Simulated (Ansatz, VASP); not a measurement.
## One calculation of C, two programs

The input INCAR:

```
PREC = Accurate ; ENCUT = 520
EDIFF = 1E-6 ; ISMEAR = -1
SIGMA = 0.05 ; LREAL = F
LASPH = T ; NELM = 60
ALGO = Normal ; ISIF = 2
LWAVE = F ; LCHARG = T
GGA = PS ; LELF = T
LVHAR = T ; NBANDS = 11
```

Contents of KPOINTS:

```
regular mesh
0
Gamma
  18 18 18
```

Contents of POSCAR:

```
C
1.0
    0.0000000000      2.0631900000      3.3480000000
    1.1911600000      0.0000000000      3.3480000000
    1.1911600000      2.0631900000      0.0000000000
C
2
Direct
    0.1666700000      0.8333300000      0.1666700000
    0.8333300000      0.1666700000      0.8333300000
```

Input for Ansatz:

```yaml
crystal:
  lattice:
    - [0.0, 2.06319, 3.348]
    - [1.19116, 0.0, 3.348]
    - [1.19116, 2.06319, 0.0]
  atoms:
    - { symbol: C, position: [0.16667, 0.83333, 0.16667] }
    - { symbol: C, position: [0.83333, 0.16667, 0.83333] }
kpoints:
  mp_grid: { grid: [18, 18, 18] }
  band_path:
    path:
      - [0.0, 0.0, 0.0]
      - [0.5, 0.0, 0.5]
      - [1.0, 0.5, 0.5]
      - [0.5, 0.5, 0.0]
      - [0.0, 0.0, 0.0]
      - [0.0, 0.36497538, 0.36497538]
      - [1.0, 0.63502462, 0.63502462]
      - [1.0, 0.5, 0.5]
      - [0.5, 0.0, 0.5]
    npoints: 5
scf:
  occupations: { method: fermi_dirac, width: 0.05 }
hamiltonian:
  xc: pbesol
  pseudopotentials: { kind: all_electron, lapw: { basis_error: 0.00025 } }
output:
  forces: true
  stress: true
  eigenvalues: true
```

Change from the starting cell: equal xx and yy strain of -3 %.

Alike in both runs: task single point; functional PBEsol; k mesh 18 × 18 × 18; occupations fermi-dirac, width 0.05 eV; no spin polarisation.

```csv
,VASP,Ansatz
version,VASP 6.6.1,Ansatz 0.2.0
potentials or method,"VASP PAW PBE potentials, release 64 (C), cutoff 520 eV","all-electron LAPW, scalar-relativistic"
```

VASP gave:

- pressure (GPa): 31.7
- traceless stress, the component that is largest in VASP (GPa): -30.13

Estimate Ansatz's values.

pressure (GPa): 30.9; traceless stress, the component that is largest in VASP (GPa): -29.19.

VASP's potentials were made for PBE, not for PBEsol. Both programs put the cell under a high pressure, so it lies far from rest at this level. Ansatz ran all-electron here, and VASP with PAW potentials.
